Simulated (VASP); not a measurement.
Write the native input for VASP 6.6.1 that does the following.

```
Task                   : single point
Functional             : r2SCAN
Potentials or basis    : VASP PAW PBE potentials, release 64 (Pb_d)
Cutoff                 : 520 eV
k mesh                 : 9 × 9 × 5
Occupations            : fermi-dirac, width 0.05 eV
Spin                   : no spin polarisation
Dipole correction      : no
Further INCAR settings : ALGO = Normal; EDIFF = 1e-07; NBANDS = 21
```

The system is Pb.

```xyz
2
Lattice="3.4330 0.0000 0.0000 -1.7165 2.9730 0.0000 0.0000 0.0000 5.5145" Properties=species:S:1:pos:R:3 pbc="T T T"
Pb    1.7165    0.9910    4.1358
Pb    0.0000    1.9820    1.3786
```

One way to write it, as run:

POSCAR

```
Pb
1.0
    3.4329672075      0.0000000000      0.0000000000
   -1.7164836037      2.9730368121      0.0000000000
    0.0000000000      0.0000000000      5.5144501982
Pb
2
Direct
    0.6666666667      0.3333333333      0.7500000000
    0.3333333333      0.6666666667      0.2500000000
```

INCAR.step1

```
SYSTEM = Pb
  PREC = Accurate
  ENCUT = 520
  ISMEAR = -1
  SIGMA = 0.05
  LREAL = .False.
  LASPH = .True.
  NELM = 60
  NBANDS = 21
  GGA = PE
  ALGO = Normal
  EDIFF = 1E-4
  LWAVE = .True.
  LCHARG = .False.
```

INCAR.step2

```
SYSTEM = Pb
  PREC = Accurate
  ENCUT = 520
  EDIFF = 1E-7
  ISMEAR = -1
  SIGMA = 0.05
  LREAL = .False.
  LASPH = .True.
  NELM = 60
  ALGO = Normal
  ISIF = 2
  LWAVE = .False.
  LCHARG = .False.
  METAGGA = R2SCAN
  LMIXTAU = .True.
  NBANDS = 21
  ISTART = 1
```

KPOINTS

```
regular mesh
0
Gamma
  9 9 5
  0 0 0
```

Potentials or basis: VASP PAW PBE potentials, release 64 (Pb_d).

Launch:

```sh
$ cat potpaw_PBE.64/Pb_d/POTCAR > POTCAR
$ cp INCAR.step1 INCAR
$ mpirun -np 1 vasp_std > vasp.out
$ cp INCAR.step2 INCAR
$ mpirun -np 1 vasp_std > vasp.out
```

It gave:

The pressure is 5.5 GPa and the band gap on the k mesh is zero (band 14 reaches 14.30 eV, above the bottom of band 15 at 5.89 eV).

Caveat: the PAW data sets were made with another functional, which shifts forces and pressure a little; spin-orbit coupling is left out, which moves the levels of the heavy elements.

It took 3.1 min on 1 thread of Intel(R) Xeon(R) Platinum 8375C CPU @ 2.90GHz (Ice Lake), with other jobs on the host, peak memory 0.19 GiB.
